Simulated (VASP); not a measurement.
A run of VASP 6.6.1 is set up as follows.

File INCAR:

```
ALGO = Normal ; EDIFF = 1E-6
ENCUT = 520 ; GGA = PS
ISIF = 2 ; ISMEAR = 0
LASPH = True ; LCHARG = False
LREAL = False ; LWAVE = False
NBANDS = 13 ; NELM = 80
PREC = Accurate ; SIGMA = 0.1
```

Contents of KPOINTS:

```
k-points
0
Gamma
  18 18 18
```

Contents of POSCAR:

```
W
1.0
    0.0000000000      1.9990011021      1.9990011021
    1.9990011021      0.0000000000      1.9990011021
    1.9990011021      1.9990011021      0.0000000000
W
1
Direct
    0.0000000000      0.0000000000      0.0000000000
```

Potentials or basis: VASP PAW PBE potentials, release 64 (W_sv).

Run with:

```bash
$ cat potpaw_PBE.64/W_sv/POTCAR > POTCAR
$ mpirun -np 1 vasp_std > vasp.out
```

Task: What does it give for the pressure?

Result: 0.7 GPa.

Task: What does it give for the band gap on the k mesh?

Result: Zero (band 7 reaches 13.91 eV, above the bottom of band 8 at 10.09 eV).

Caveat: the PAW data sets were made with another functional, which shifts forces and pressure a little; spin-orbit coupling is left out, which moves the levels of the heavy elements.
